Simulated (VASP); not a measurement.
# CO2 (Pa-3) in VASP: notebook, part 2 of 2

VASP 6.6.1. Earlier steps stand in the parts before.

### Step 4. Single point, PBE+D3(BJ)

This run uses another cell than the first one, of 12.29 Å³/atom.

File INCAR:

```
PREC = Accurate ; ENCUT = 520
EDIFF = 1E-6 ; ISMEAR = 0
SIGMA = 0.01 ; LREAL = F
LASPH = T ; NELM = 80
ALGO = Normal ; ISIF = 2
LWAVE = F ; LCHARG = F
GGA = PE ; IVDW = 12
NBANDS = 44
```

File KPOINTS:

```
Automatic mesh
0
Gamma
  4 4 4
```

File POSCAR:

```
CO2
1.0
    5.2840068090      0.0000000000      0.0000000000
    0.0000000000      5.2840068090      0.0000000000
    0.0000000000      0.0000000000      5.2840068090
C O
4 8
Direct
    0.0000000000      0.0000000000      0.0000000000
    0.5000000000      0.0000000000      0.5000000000
    0.5000000000      0.5000000000      0.0000000000
    0.0000000000      0.5000000000      0.5000000000
    0.1274195033      0.1274195033      0.1274195033
    0.3725804967      0.8725804967      0.6274195033
    0.6274195033      0.3725804967      0.8725804967
    0.8725804967      0.6274195033      0.3725804967
    0.8725804967      0.8725804967      0.8725804967
    0.6274195033      0.1274195033      0.3725804967
    0.3725804967      0.6274195033      0.1274195033
    0.1274195033      0.3725804967      0.6274195033
```

Potentials or basis: VASP PAW PBE potentials, release 64 (C, O).

Launch:

```
cat potpaw_PBE.64/C/POTCAR potpaw_PBE.64/O/POTCAR > POTCAR
mpirun -np 1 vasp_std > vasp.out
```

OUTCAR:

```text
PREC = Accurate
   ENCUT = 520
   EDIFF = 1E-6
   ISMEAR = 0
   LREAL = F
   LASPH = T
   NELM = 80
   ISIF = 2
   GGA = PE
   IVDW = 12
 IVDW          = 12

 ion  position               nearest neighbor table
   1  0.000  0.000  0.000-   5 1.17   9 1.17
   2  0.500  0.000  0.500-   6 1.17  10 1.17
   3  0.500  0.500  0.000-   7 1.17  11 1.17
   4  0.000  0.500  0.500-   8 1.17  12 1.17
   5  0.127  0.127  0.127-   1 1.17
[... 735 lines left out ...]
  external pressure =       52.65 kB  Pullay stress =        0.00 kB

 VOLUME and BASIS-vectors are now :
 -----------------------------------------------------------------------------
  energy-cutoff  :      520.00
  volume of cell :      147.53
      direct lattice vectors                 reciprocal lattice vectors
     5.284006809  0.000000000  0.000000000     0.189250324  0.000000000  0.000000000
     0.000000000  5.284006809  0.000000000     0.000000000  0.189250324  0.000000000
     0.000000000  0.000000000  5.284006809     0.000000000  0.000000000  0.189250324

 POSITION                                       TOTAL-FORCE (eV/Angst)
 -----------------------------------------------------------------------------------
      0.00000      0.00000      0.00000        -0.000000      0.000000      0.000000
      2.64200      0.00000      2.64200        -0.000000      0.000000      0.000000
      2.64200      2.64200      0.00000        -0.000000      0.000000      0.000000
      0.00000      2.64200      2.64200        -0.000000      0.000000      0.000000
      0.67329      0.67329      0.67329         0.370506      0.370506      0.370506
      1.96872      4.61072      3.31529        -0.370506     -0.370506      0.370506
      3.31529      1.96872      4.61072         0.370506     -0.370506     -0.370506
      4.61072      3.31529      1.96872        -0.370506      0.370506     -0.370506
      4.61072      4.61072      4.61072        -0.370506     -0.370506     -0.370506
      3.31529      0.67329      1.96872         0.370506      0.370506     -0.370506
      1.96872      3.31529      0.67329        -0.370506      0.370506      0.370506
      0.67329      1.96872      3.31529         0.370506     -0.370506      0.370506
 -----------------------------------------------------------------------------------
    total drift:                               -0.000000      0.000000      0.000000

  FREE ENERGIE OF THE ION-ELECTRON SYSTEM (eV)
  ---------------------------------------------------
  free  energy   TOTEN  =       -92.6540293788 eV

  energy  without entropy=      -92.6540293788  energy(sigma->0) =      -92.65402938
```

OSZICAR:

```text
N       E                     dE             d eps       ncg     rms          rms(c)
DAV:   1     0.382803680213E+03    0.38280E+03   -0.35086E+04   968   0.136E+03
DAV:   2    -0.727755963927E+02   -0.45558E+03   -0.44052E+03  1260   0.321E+02
DAV:   3    -0.976044335761E+02   -0.24829E+02   -0.24615E+02  1144   0.767E+01
DAV:   4    -0.978859553497E+02   -0.28152E+00   -0.28071E+00  1096   0.918E+00
DAV:   5    -0.978900530326E+02   -0.40977E-02   -0.40968E-02  1128   0.109E+00    0.192E+01
DAV:   6    -0.920860281597E+02    0.58040E+01   -0.17235E+01  1072   0.223E+01    0.876E+00
DAV:   7    -0.917119762320E+02    0.37405E+00   -0.84273E-01  1108   0.513E+00    0.488E+00
DAV:   8    -0.916259881229E+02    0.85988E-01   -0.61709E-01  1064   0.383E+00    0.103E+00
DAV:   9    -0.916128945305E+02    0.13094E-01   -0.49407E-02  1036   0.124E+00    0.422E-01
DAV:  10    -0.916137367827E+02   -0.84225E-03   -0.94975E-03  1132   0.444E-01    0.830E-02
DAV:  11    -0.916139437808E+02   -0.20700E-03   -0.26542E-04  1052   0.968E-02    0.356E-02
DAV:  12    -0.916140002852E+02   -0.56504E-04   -0.47019E-05  1124   0.402E-02    0.548E-03
DAV:  13    -0.916140007163E+02   -0.43114E-06   -0.33277E-06   904   0.103E-02
   1 F= -.92654029E+02 E0= -.92654029E+02  d E =-.433942E-73
```

Run time: 2 min. Hardware: 1 thread of Oxide Virtual Turin-like, shared host; peak memory 0.22 GiB.

What came out:

| Property | Result |
| --- | --- |
| Free energy | -92.6540 eV |
| Pressure | 5.3 GPa |
| Largest force | 0.642 eV/Å |
| Band gap on the k mesh | 7.00 eV |
| Dispersion energy per atom | -0.087 eV |

Forces on the atoms (eV/Å):
```
C    0.000  0.000  0.000
C    0.000  0.000  0.000
C    0.000  0.000  0.000
C    0.000  0.000  0.000
O    0.371  0.371  0.371
O   -0.371 -0.371  0.371
O    0.371 -0.371 -0.371
O   -0.371  0.371 -0.371
O   -0.371 -0.371 -0.371
O    0.371  0.371 -0.371
O   -0.371  0.371  0.371
O    0.371 -0.371  0.371
```

Levels at points of the mesh, in eV from the valence-band top:
```csv
k point,band 28,band 29,band 30,band 31,band 32,band 33,band 34,band 35,band 36,band 37
"(0.00, 0.00, 0.00)",-0.30,-0.30,-0.30,0.00,0.00,7.00,7.79,7.79,7.79,8.20
"(0.50, 0.00, 0.00)",-0.56,-0.45,-0.45,-0.10,-0.10,7.73,7.73,8.05,8.05,8.41
"(0.50, 0.50, 0.00)",-0.49,-0.39,-0.39,-0.39,-0.39,7.73,7.73,7.73,7.73,8.63
"(0.50, 0.50, 0.50)",-0.51,-0.47,-0.47,-0.47,-0.47,7.69,7.69,7.69,7.69,8.94
```

Caveat: the cell stands under pressure. A k mesh can miss the band edges.

### Step 5. Single point, PBE+D3(BJ)

This run uses another cell than the first one, of 12.29 Å³/atom.

File INCAR:

```
SYSTEM = CO2
  PREC = Accurate
  ENCUT = 520
  EDIFF = 1E-6
  ISMEAR = 0
  SIGMA = 0.02
  LREAL = .FALSE.
  LASPH = .TRUE.
  NELM = 60
  ALGO = Normal
  ISIF = 2
  LWAVE = .FALSE.
  LCHARG = .FALSE.
  GGA = PE
  IVDW = 12
  NBANDS = 44
```

File KPOINTS:

```
Automatic mesh
0
G
  4 4 4
  0 0 0
```

POSCAR is that of step 4.

Launch:

```
cat potpaw_PBE.64/C/POTCAR potpaw_PBE.64/O/POTCAR > POTCAR
mpirun -np 1 vasp_std > vasp.out
```

Wall time 2.6 min (1 thread of Oxide Virtual Turin-like, shared host); peak memory 0.21 GiB.

It converged, with:

| Property | Result |
| --- | --- |
| Free energy | -92.6540 eV |
| Pressure | 5.3 GPa |
| Largest force | 0.642 eV/Å |
| Band gap on the k mesh | 7.00 eV |
| Dispersion energy per atom | -0.087 eV |

Forces on the atoms (eV/Å):
```
C    0.000  0.000  0.000
C    0.000  0.000  0.000
C    0.000  0.000  0.000
C    0.000  0.000  0.000
O    0.371  0.371  0.371
O   -0.371 -0.371  0.371
O    0.371 -0.371 -0.371
O   -0.371  0.371 -0.371
O   -0.371 -0.371 -0.371
O    0.371  0.371 -0.371
O   -0.371  0.371  0.371
O    0.371 -0.371  0.371
```

Levels at points of the mesh, in eV from the valence-band top:
```
           k point  band 28  band 29  band 30  band 31  band 32  band 33  band 34  band 35  band 36  band 37
(0.00, 0.00, 0.00)    -0.30    -0.30    -0.30     0.00     0.00     7.00     7.79     7.79     7.79     8.20
(0.50, 0.00, 0.00)    -0.56    -0.45    -0.45    -0.10    -0.10     7.73     7.73     8.05     8.05     8.41
(0.50, 0.50, 0.00)    -0.49    -0.39    -0.39    -0.39    -0.39     7.73     7.73     7.73     7.73     8.63
(0.50, 0.50, 0.50)    -0.51    -0.47    -0.47    -0.47    -0.47     7.69     7.69     7.69     7.69     8.94
```

Caveat: the cell stands under pressure. A k mesh can miss the band edges.

### Step 6. Single point, PBE+D3(BJ)

This run uses another cell than the first one, of 12.35 Å³/atom.

File INCAR:

```
  ALGO = Normal
  EDIFF = 1E-7
  ENCUT = 520
  GGA = PE
  ISIF = 2
  ISMEAR = 0
  IVDW = 12
  LASPH = T
  LCHARG = F
  LREAL = F
  LWAVE = F
  NBANDS = 44
  NELM = 60
  PREC = Accurate
  SIGMA = 0.1
```

File KPOINTS:

```
k-points
0
Gamma
  4 4 4
```

File POSCAR:

```
CO2
1.0
    5.2919788979      0.0000000000      0.0000000000
    0.0000000000      5.2919788979      0.0000000000
    0.0000000000      0.0000000000      5.2919788979
C O
4 8
Direct
    0.0000000000      0.0000000000      0.0000000000
    0.5000000000      0.0000000000      0.5000000000
    0.5000000000      0.5000000000      0.0000000000
    0.0000000000      0.5000000000      0.5000000000
    0.1272598662      0.1272598662      0.1272598662
    0.3727401338      0.8727401338      0.6272598662
    0.6272598662      0.3727401338      0.8727401338
    0.8727401338      0.6272598662      0.3727401338
    0.8727401338      0.8727401338      0.8727401338
    0.6272598662      0.1272598662      0.3727401338
    0.3727401338      0.6272598662      0.1272598662
    0.1272598662      0.3727401338      0.6272598662
```

Potentials or basis: VASP PAW PBE potentials, release 64 (C, O).

Launch:

```
cat potpaw_PBE.64/C/POTCAR potpaw_PBE.64/O/POTCAR > POTCAR
mpirun -np 1 vasp_std > vasp.out
```

OUTCAR:

```text
EDIFF = 1E-7
   ENCUT = 520
   GGA = PE
   ISIF = 2
   ISMEAR = 0
   IVDW = 12
   LASPH = T
   LREAL = F
   NELM = 60
   PREC = Accurate
 IVDW          = 12

 ion  position               nearest neighbor table
   1  0.000  0.000  0.000-   5 1.17   9 1.17
   2  0.500  0.000  0.500-   6 1.17  10 1.17
   3  0.500  0.500  0.000-   7 1.17  11 1.17
   4  0.000  0.500  0.500-   8 1.17  12 1.17
   5  0.127  0.127  0.127-   1 1.17
   6  0.373  0.873  0.627-   2 1.17
   7  0.627  0.373  0.873-   3 1.17
   8  0.873  0.627  0.373-   4 1.17
   9  0.873  0.873  0.873-   1 1.17
  10  0.627  0.127  0.373-   2 1.17
  11  0.373  0.627  0.127-   3 1.17
  12  0.127  0.373  0.627-   4 1.17

  LATTYP: Found a simple cubic cell.
 ALAT       =     5.2919788979

  Lattice vectors:

 A1 = (   5.2919788979,   0.0000000000,   0.0000000000)
[... 193 lines left out ...]
  band No.  band energies     occupation
      1     -23.3929      2.00000
      2     -23.0021      2.00000
      3     -23.0021      2.00000
      4     -23.0021      2.00000
      5     -22.1309      2.00000
      6     -22.1309      2.00000
[... 506 lines left out ...]
     43       7.5713      0.00000
     44       7.5713      0.00000

------------------------ aborting loop because EDIFF is reached ----------------------------------------

 Edisp (eV)   -1.03474

 E8    (eV) :    -0.2690

  FORCE on cell =-STRESS in cart. coord.  units (eV):
  Direction    XX          YY          ZZ          XY          YZ          ZX
  --------------------------------------------------------------------------------------
  -------------------------------------------------------------------------------------
  Total       4.67977     4.67977     4.67977    -0.00000     0.00000     0.00000
  in kB      50.59188    50.59188    50.59188    -0.00000     0.00000     0.00000
  external pressure =       50.59 kB  Pullay stress =        0.00 kB

 VOLUME and BASIS-vectors are now :
 -----------------------------------------------------------------------------
  energy-cutoff  :      520.00
  volume of cell :      148.20
      direct lattice vectors                 reciprocal lattice vectors
     5.291978898  0.000000000  0.000000000     0.188965228  0.000000000  0.000000000
     0.000000000  5.291978898  0.000000000     0.000000000  0.188965228  0.000000000
     0.000000000  0.000000000  5.291978898     0.000000000  0.000000000  0.188965228

 POSITION                                       TOTAL-FORCE (eV/Angst)
 -----------------------------------------------------------------------------------
      0.00000      0.00000      0.00000         0.000000     -0.000000      0.000000
      2.64599      0.00000      2.64599         0.000000     -0.000000      0.000000
      2.64599      2.64599      0.00000         0.000000     -0.000000      0.000000
      0.00000      2.64599      2.64599         0.000000     -0.000000      0.000000
      0.67346      0.67346      0.67346         0.356579      0.356579      0.356579
      1.97253      4.61852      3.31945        -0.356579     -0.356579      0.356579
      3.31945      1.97253      4.61852         0.356579     -0.356579     -0.356579
      4.61852      3.31945      1.97253        -0.356579      0.356579     -0.356579
      4.61852      4.61852      4.61852        -0.356579     -0.356579     -0.356579
      3.31945      0.67346      1.97253         0.356579      0.356579     -0.356579
      1.97253      3.31945      0.67346        -0.356579      0.356579      0.356579
      0.67346      1.97253      3.31945         0.356579     -0.356579      0.356579
 -----------------------------------------------------------------------------------
    total drift:                                0.000000      0.000000      0.000000

  FREE ENERGIE OF THE ION-ELECTRON SYSTEM (eV)
  ---------------------------------------------------
  free  energy   TOTEN  =       -92.6696784379 eV

  energy  without entropy=      -92.6696784379  energy(sigma->0) =      -92.66967844
```

stdout:

```text
POSCAR found type information on POSCAR C O
 POSCAR found :  2 types and      12 ions
 scaLAPACK will be used
 LDA part: xc-table for (Slater+PW92), standard interpolation
 POSCAR, INCAR and KPOINTS ok, starting setup
 FFT: planning ... GRIDC
 FFT: planning ... GRID_SOFT
 FFT: planning ... GRID
 WAVECAR not read
 entering main loop
```

It took 2.6 min on 1 thread of Oxide Virtual Turin-like, shared host; peak memory 0.22 GiB.

Results:

```
Free energy                : -92.6697 eV
Pressure                   : 5.1 GPa
Largest force              : 0.618 eV/Å
Band gap on the k mesh     : 6.99 eV
Dispersion energy per atom : -0.086 eV
```

Forces on the atoms (eV/Å):
```
C    0.000  0.000  0.000
C    0.000  0.000  0.000
C    0.000  0.000  0.000
C    0.000  0.000  0.000
O    0.357  0.357  0.357
O   -0.357 -0.357  0.357
O    0.357 -0.357 -0.357
O   -0.357  0.357 -0.357
O   -0.357 -0.357 -0.357
O    0.357  0.357 -0.357
O   -0.357  0.357  0.357
O    0.357 -0.357  0.357
```

Levels at points of the mesh, in eV from the valence-band top:
```
           k point  band 29  band 30  band 31  band 32  band 33  band 34  band 35  band 36
(0.00, 0.00, 0.00)    -0.29    -0.29     0.00     0.00     6.99     7.79     7.79     7.79
(0.50, 0.00, 0.00)    -0.44    -0.44    -0.10    -0.10     7.73     7.73     8.05     8.05
(0.50, 0.50, 0.00)    -0.39    -0.39    -0.39    -0.39     7.73     7.73     7.73     7.73
(0.50, 0.50, 0.50)    -0.47    -0.47    -0.47    -0.47     7.70     7.70     7.70     7.70
```

Caveat: the cell stands under pressure.

### Step 7. The runs side by side

```csv
task,cell,cutoff (eV),smearing,gap on the mesh (eV),pressure (GPa),relaxed volume (Å³/atom),largest force (eV/Å)
relaxation of cell and atoms,"relaxed from a = 5.630 Å, 12 atoms, atomic positions A",600,gaussian 0.1 eV,6.70,-0.1,15.02,0.01
relaxation of cell and atoms,"relaxed from a = 5.671 Å, 12 atoms, atomic positions B",600,gaussian 0.02 eV,6.72,0.0,14.78,-
single point,"a = 5.284 Å, 12 atoms, atomic positions C",520,gaussian 0.01 eV,7.00,5.3,-,0.64
single point,"a = 5.284 Å, 12 atoms, atomic positions C",520,gaussian 0.02 eV,7.00,5.3,-,0.64
single point,"a = 5.292 Å, 12 atoms, atomic positions D",520,gaussian 0.1 eV,6.99,5.1,-,0.62
```

Alike in all rows: level PBE+D3(BJ); potentials or basis VASP PAW PBE potentials, release 64 (C, O); no spin polarisation; k mesh 4 × 4 × 4.

Caveats: the cell stands under pressure (at least some runs).

Total energies depend on the potentials used, so only differences within one code and one set of settings carry meaning.
